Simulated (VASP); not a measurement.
# Zn3S2O (I-4m2) in VASP: notebook

Zn3S2O is run at these levels: PBE; tasks: single point.

All numbers are computed with VASP 6.6.1; they aren't measurements. Logs are shortened: lines on timing, memory, paths and dates and some standing lists are left out, and cuts for length are marked.

## Step 1: The cell of the first run

The structure is tetragonal, space group I-4m2 (No. 119). Conventional cell: a = 3.586 Å, b = 3.586 Å, c = 14.109 Å, α = 90.00°, β = 90.00°, γ = 90.00°. Within 2.6 Å of Zn (site symmetry 2mm) lie 2 O at 1.99 Å and 2 S at 2.24 Å. Within 3.0 Å of Zn (site symmetry -4m2) lie 4 S at 2.23 Å. S (site symmetry 2mm) has 4 Zn at 2.23 to 2.24 Å within 3.0 Å. O (site symmetry -4m2) has 4 Zn at 1.99 Å within 2.6 Å.

## Step 2: Single point, PBE (15.12 Å³/atom)

INCAR reads:

```
SYSTEM = Zn3S2O
PREC = Accurate ; ENCUT = 520
EDIFF = 1E-6 ; ISMEAR = 0
SIGMA = 0.02 ; LREAL = .FALSE.
LASPH = .TRUE. ; NELM = 80
ALGO = Normal ; ISIF = 2
LWAVE = .FALSE. ; LCHARG = .TRUE.
GGA = PE ; LELF = .TRUE.
LVHAR = .TRUE. ; NBANDS = 36
```

KPOINTS reads:

```
Automatic mesh
0
G
  10 10 10
  0 0 0
```

POSCAR reads:

```
Zn3S2O
1.0
   -1.7927674450      1.7927674450      7.0546872548
    1.7927674450     -1.7927674450      7.0546872548
    1.7927674450      1.7927674450     -7.0546872548
Zn S O
3 2 1
Direct
    0.6892957837      0.6892957837      0.0000000000
    0.3107042163      0.3107042163      0.0000000000
    0.0000000000      0.0000000000      0.0000000000
    0.4054703805      0.9054703805      0.5000000000
    0.0945296195      0.5945296195      0.5000000000
    0.7500000000      0.2500000000      0.5000000000
```

Potentials or basis: VASP PAW PBE potentials, release 64 (Zn, S, O).

Started as:

```sh
$ cat potpaw_PBE.64/Zn/POTCAR potpaw_PBE.64/S/POTCAR potpaw_PBE.64/O/POTCAR > POTCAR
$ mpirun -np 1 vasp_std > vasp.out
```

OUTCAR:

```text
SYSTEM = Zn3S2O
   PREC = Accurate
   ENCUT = 520
   EDIFF = 1E-6
   ISMEAR = 0
   LREAL = .FALSE.
   LASPH = .TRUE.
   NELM = 80
   ISIF = 2
   GGA = PE

 ion  position               nearest neighbor table
   1  0.689  0.689  0.000-   6 1.99   6 1.99   5 2.24   5 2.24
   2  0.311  0.311  0.000-   6 1.99   6 1.99   4 2.24   4 2.24
   3  0.000  0.000  0.000-   5 2.23   4 2.23   5 2.23   4 2.23
   4  0.405  0.905  0.500-   3 2.23   3 2.23   2 2.24   2 2.24
   5  0.095  0.595  0.500-   3 2.23   3 2.23   1 2.24   1 2.24
   6  0.750  0.250  0.500-   1 1.99   2 1.99   2 1.99   1 1.99

  LATTYP: Found a body centered tetragonal cell.
 ALAT       =     3.5855348900
 C/A-ratio  =     3.9350821962

  Lattice vectors:

 A1 = (  -1.7927674450,   1.7927674450,   7.0546872548)
 A2 = (   1.7927674450,  -1.7927674450,   7.0546872548)
 A3 = (   1.7927674450,   1.7927674450,  -7.0546872548)

Analysis of symmetry for initial positions (statically):
=====================================================================
 Subroutine PRICEL returns:
 Original cell was already a primitive cell.

 Routine SETGRP: Setting up the symmetry group for a
 body centered tetragonal supercell.

 Subroutine GETGRP returns: Found  8 space group operations
 (whereof  8 operations were pure point group operations)
 out of a pool of 16 trial point group operations.

The static configuration has the point symmetry D_2d.

Analysis of symmetry for dynamics (positions and initial velocities):
=====================================================================
 Subroutine PRICEL returns:
 Original cell was already a primitive cell.

 Routine SETGRP: Setting up the symmetry group for a
 body centered tetragonal supercell.

 Subroutine GETGRP returns: Found  8 space group operations
 (whereof  8 operations were pure point group operations)
 out of a pool of 16 trial point group operations.

The dynamic configuration has the point symmetry D_2d.

 Subroutine INISYM returns: Found  8 space group operations
 (whereof  8 operations are pure point group operations),
 and found     1 'primitive' translations

----------------------------------------------------------------------------------------

                                     Primitive cell

  volume of cell :      90.6955

  direct lattice vectors                    reciprocal lattice vectors
    -1.792767445  1.792767445  7.054687255     0.000000000  0.278898416  0.070874864
     1.792767445 -1.792767445  7.054687255     0.278898416  0.000000000  0.070874864
     1.792767445  1.792767445 -7.054687255     0.278898416  0.278898416  0.000000000

  length of vectors
     7.496441988  7.496441988  7.496441988     0.287763049  0.287763049  0.394421922

  position of ions in fractional coordinates (direct lattice)
     0.689295784  0.689295784  0.000000000
     0.310704216  0.310704216  0.000000000
     0.000000000  0.000000000  0.000000000
     0.405470380  0.905470380  0.500000000
     0.094529620  0.594529620  0.500000000
     0.750000000  0.250000000  0.500000000

  ion indices of the primitive-cell ions
   primitive index   ion index
                 1           1
                 2           2
                 3           3
                 4           4
                 5           5
                 6           6

----------------------------------------------------------------------------------------

 KPOINTS: Automatic mesh

Automatic generation of k-mesh.
 Grid dimensions read from file:
 generate k-points for:   10   10   10

 Generating k-lattice:

  Cartesian coordinates                     Fractional coordinates (reciprocal lattice)
     0.000000000  0.027889842  0.007087486     0.100000000  0.000000000  0.000000000
     0.027889842  0.000000000  0.007087486     0.000000000  0.100000000  0.000000000
     0.027889842  0.027889842  0.000000000     0.000000000  0.000000000  0.100000000

  Length of vectors
     0.028776305  0.028776305  0.039442192

  Shift w.r.t. Gamma in fractional coordinates (k-lattice)
     0.000000000  0.000000000  0.000000000

 Subroutine IBZKPT returns following result:
 ===========================================

 Found    102 irreducible k-points:

 Following reciprocal coordinates:
            Coordinates               Weight
  0.000000  0.000000  0.000000      1.000000
  0.100000  0.000000 -0.000000      8.000000
  0.200000  0.000000 -0.000000      8.000000
  0.300000  0.000000 -0.000000      8.000000
  0.400000  0.000000 -0.000000      8.000000
  0.500000  0.000000 -0.000000      4.000000
[... 16 lines left out ...]
  0.300000  0.300000 -0.000000      8.000000
  0.400000  0.300000 -0.000000     16.000000
 [... further k-points ...]
   k-points           NKPTS =    102   k-points in BZ     NKDIM =    102   number of bands    NBANDS=     36
   number of dos      NEDOS =    301   number of ions     NIONS =      6
   total plane-waves  NPLWV = 175616
   dimension x,y,z NGX =    56 NGY =   56 NGZ =   56
   dimension x,y,z NGXF=   112 NGYF=  112 NGZF=  112
   ions per type =               3   2   1
   NGX,Y,Z   is equivalent  to a cutoff of  12.42, 12.42, 12.42 a.u.
   NGXF,Y,Z  is equivalent  to a cutoff of  24.84, 24.84, 24.84 a.u.
 SYSTEM =  Zn3S2O
   PREC   = accura    normal or accurate (medium, high low for compatibility)
   ISTART =      0    job   : 0-new  1-cont  2-samecut
   ICHARG =      2    charge: 1-file 2-atom 10-const
   ISPIN  =      1    spin polarized calculation?
   LNONCOLLINEAR =      F non collinear calculations
   LSORBIT =      F    spin-orbit coupling
   LASPH  =      T    aspherical Exc in radial PAW
   ENCUT  =  520.0 eV  38.22 Ry    6.18 a.u.  13.94 13.94 13.94*2*pi/ulx,y,z
   NELM   =     80;   NELMIN=  2; NELMDL= -5     # of ELM steps
   EDIFF  = 0.1E-05   stopping-criterion for ELM
   LREAL  =      F    real-space projection
   EDIFFG = 0.1E-04   stopping-criterion for IOM
   NSW    =      0    number of steps for IOM
   IBRION =     -1    ionic relax: 0-MD 1-quasi-New 2-CG
   NFREE  =      0    steps in history (QN), initial steepest desc. (CG)
   ISIF   =      2    stress and relaxation
   ISYM   =      2    0-nonsym 1-usesym 2-fastsym
   POTIM  = 0.5000    time-step for ionic-motion
   TEBEG  =    0.0;   TEEND  =   0.0 temperature during run
   PSTRESS=    0.0 pullay stress
   NELECT =      54.0000    total number of electrons
   NUPDOWN=      -1.0000    fix difference up-down
   EMIN   =  10.00;   EMAX   =-10.00  energy-range for DOS
   EFERMI =   0.00;   METHOD = LEGACY
   ISMEAR =     0;   SIGMA  =   0.02  broadening in eV -4-tet -1-fermi 0-gaus
   EFERMI_NEDOS =   21; number of points for ismear=-14 and -15
   IALGO  =     38    algorithm
   IMIX   =      4    mixing-type and parameters
     AMIX     =   0.40;   BMIX     =  1.00
     AMIX_MAG =   1.60;   BMIX_MAG =  1.00
  volume/ion in A,a.u.               =      15.12       102.01
  Fermi-wavevector in a.u.,A,eV,Ry     =   1.377244  2.602614 25.807541  1.896801
  Thomas-Fermi vector in A             =   2.502415
   LORBIT       =      0    0 simple, 1 ext, 2 COOP (PROOUT), +10 PAW based schemes
   GGA     = PE    functional components
   LHFCALC =     F    Hartree Fock is set to
   AEXX    =    0.0000 exact exchange contribution
   IVDW    =     0    specifies the selected vdW correction
   LEPSILON=     F    determine dielectric tensor
   LRPA    =     F    only Hartree local field effects (RPA)
 non-spin polarized calculation
 Gauss-broadening in eV      SIGMA  =   0.02
  energy-cutoff  :      520.00
  volume of cell :       90.70
 maximum number of plane-waves:      2477
   NGX = 27   NGY = 27   NGZ = 27

 number of electron      53.9999998 magnetization

 Free energy of the ion-electron system (eV)
  ---------------------------------------------------
  ext. energy  EPLUGINS =         0.00000000
  ---------------------------------------------------
  free energy    TOTEN  =       -21.66918597 eV

  energy without entropy =      -21.66918597  energy(sigma->0) =      -21.66918597

 E-fermi :   3.2086     XC(G=0): -10.5910

 val. band max:        3.0551779568   @ k =   0.0000   0.0000   0.0000
 cond. band min:       4.6172393653   @ k =   0.0000   0.0000   0.0000
 fundamental gap:      1.5620614084
 Fermi energy:         3.2085852578

 k-point     1 :       0.0000    0.0000    0.0000
  band No.  band energies     occupation
      1     -15.0248      2.00000
      2     -10.5481      2.00000
      3      -9.7840      2.00000
      4      -4.0094      2.00000
      5      -3.7787      2.00000
      6      -3.6131      2.00000
[... 28 lines left out ...]
     35      11.9526      0.00000
     36      12.7112      0.00000

 k-point     2 :       0.1000    0.0000   -0.0000
  band No.  band energies     occupation
      1     -15.0059      2.00000
      2     -10.4991      2.00000
      3      -9.7578      2.00000
      4      -3.9641      2.00000
      5      -3.7598      2.00000
      6      -3.6185      2.00000
[... 28 lines left out ...]
     35      11.3446      0.00000
     36      12.4470      0.00000

 k-point     3 :       0.2000    0.0000   -0.0000
  band No.  band energies     occupation
      1     -14.9559      2.00000
      2     -10.3599      2.00000
      3      -9.6942      2.00000
      4      -3.8641      2.00000
      5      -3.7123      2.00000
      6      -3.5940      2.00000
[... 28 lines left out ...]
     35      10.9012      0.00000
     36      12.3093      0.00000
[... 742 lines left out ...]
 k-point    23 :       0.3000    0.3000   -0.0000
  band No.  band energies     occupation
      1     -14.7776      2.00000
      2      -9.7609      2.00000
      3      -9.4602      2.00000
      4      -3.8413      2.00000
      5      -3.6791      2.00000
      6      -3.5166      2.00000
[... 28 lines left out ...]
     35      12.2079      0.00000
     36      12.5609      0.00000

 k-point    24 :       0.4000    0.3000   -0.0000
  band No.  band energies     occupation
      1     -14.7324      2.00000
      2      -9.5626      2.00000
      3      -9.4149      2.00000
      4      -3.8381      2.00000
      5      -3.7742      2.00000
      6      -3.5465      2.00000
[... 28 lines left out ...]
     35      12.3404      0.00000
     36      12.9386      0.00000

 [... further k-points ...]

------------------------ aborting loop because EDIFF is reached ----------------------------------------

  FORCE on cell =-STRESS in cart. coord.  units (eV):
  Direction    XX          YY          ZZ          XY          YZ          ZX
  --------------------------------------------------------------------------------------
  -------------------------------------------------------------------------------------
  Total        8.0579714      8.0579714      7.9600111      0.0000000      0.0000000      0.0000000
  in kB      142.3477577    142.3477577    140.6172441      0.0000000      0.0000000      0.0000000
  external PRESSURE =     141.7709198 kB  Pullay stress =       0.0000000 kB

 VOLUME and BASIS-vectors are now :
 -----------------------------------------------------------------------------
  energy-cutoff  :      520.00
  volume of cell :       90.70
      direct lattice vectors                 reciprocal lattice vectors
    -1.792767445  1.792767445  7.054687255     0.000000000  0.278898416  0.070874864
     1.792767445 -1.792767445  7.054687255     0.278898416  0.000000000  0.070874864
     1.792767445  1.792767445 -7.054687255     0.278898416  0.278898416  0.000000000

 POSITION                                       TOTAL-FORCE (eV/Angst)
 -----------------------------------------------------------------------------------
      0.00000      0.00000      9.72553         0.000000     -0.000000     -0.038254
      0.00000      0.00000      4.38384         0.000000     -0.000000      0.038254
      0.00000      0.00000      0.00000        -0.000000      0.000000      0.000000
      1.79277      0.00000      5.72093        -0.000000      0.000000     -0.000004
      1.79277      0.00000      1.33375        -0.000000      0.000000      0.000004
      0.00000      1.79277      3.52734        -0.000000      0.000000      0.000000
 -----------------------------------------------------------------------------------
    total drift:                               -0.000001      0.000001      0.000000

  FREE ENERGIE OF THE ION-ELECTRON SYSTEM (eV)
  ---------------------------------------------------
  free  energy   TOTEN  =       -21.6691859708 eV

  energy  without entropy=      -21.6691859708  energy(sigma->0) =      -21.66918597
```

It took 11 min on 1 thread of Intel Xeon Platinum 8488C (Sapphire Rapids), shared host; peak memory 0.61 GiB.

Results:

| Quantity | Value |
| --- | --- |
| Free energy | -21.6692 eV |
| Pressure | 14.2 GPa |
| Largest force | 0.038 eV/Å |
| Band gap on the k mesh | 1.56 eV |

Forces in eV/Å, atoms in the order of the input:
```
Zn   0.000  0.000 -0.038
Zn   0.000  0.000  0.038
Zn   0.000  0.000  0.000
S    0.000  0.000  0.000
S    0.000  0.000  0.000
O    0.000  0.000  0.000
```

Caveat: the cell stands under pressure. A k mesh can miss the band edges.

## Step 3: Single point, PBE (15.63 Å³/atom)

This run uses another cell than the first one, of 15.63 Å³/atom.

INCAR reads:

```
SYSTEM = Zn3S2O
ALGO = Normal
EDIFF = 1E-7
ENCUT = 520
GGA = PE
ISIF = 2
ISMEAR = 0
LASPH = .True.
LCHARG = .True.
LELF = .True.
LREAL = .False.
LVHAR = .True.
LWAVE = .False.
NBANDS = 36
NELM = 60
PREC = Accurate
SIGMA = 0.02
```

KPOINTS reads:

```
k-points
0
Gamma
  10 10 10
  0 0 0
```

POSCAR reads:

```
Zn3S2O
1.0
   -1.8021352143      1.8021352143      7.2195421140
    1.8021352143     -1.8021352143      7.2195421140
    1.8021352143      1.8021352143     -7.2195421140
Zn S O
3 2 1
Direct
    0.6884049117      0.6884049117      0.0000000000
    0.3115950883      0.3115950883      0.0000000000
    0.0000000000      0.0000000000      0.0000000000
    0.4058329899      0.9058329899      0.5000000000
    0.0941670101      0.5941670101      0.5000000000
    0.7500000000      0.2500000000      0.5000000000
```

Potentials or basis: VASP PAW PBE potentials, release 64 (Zn, S, O).

Started as:

```sh
$ cat potpaw_PBE.64/Zn/POTCAR potpaw_PBE.64/S/POTCAR potpaw_PBE.64/O/POTCAR > POTCAR
$ mpirun -np 1 vasp_std > vasp.out
```

Wall time 13 min (1 thread of Intel Xeon Platinum 8488C (Sapphire Rapids), shared host); peak memory 0.68 GiB.

The run converged. Its results:

* Free energy: -21.9033 eV
* Pressure: 10.0 GPa
* Largest force: 0.032 eV/Å
* Band gap on the k mesh: 1.41 eV

Forces in eV/Å, atoms in the order of the input:
```
Zn   0.000  0.000 -0.032
Zn   0.000  0.000  0.032
Zn   0.000  0.000  0.000
S    0.000  0.000 -0.001
S    0.000  0.000  0.001
O    0.000  0.000  0.000
```

Stress tensor (GPa, compression positive):
```
10.02  0.00  0.00
 0.00 10.02  0.00
 0.00  0.00  9.89
```

Levels at points of the mesh, in eV from the valence-band top:
```tsv
k point	band 24	band 25	band 26	band 27	band 28	band 29	band 30	band 31
(0.00, 0.00, 0.00)	-1.52	-0.15	0.00	0.00	1.41	4.47	4.68	5.23
(0.50, 0.00, 0.00)	-1.87	-0.95	-0.66	-0.55	3.13	4.65	5.53	5.94
(0.50, 0.50, 0.00)	-2.86	-2.52	-2.30	-2.21	3.57	4.86	4.96	5.26
(0.50, 0.50, 0.50)	-1.05	-1.05	-0.30	-0.30	3.01	4.21	4.46	4.75
```

Caveat: the cell stands under pressure. A k mesh can miss the band edges.
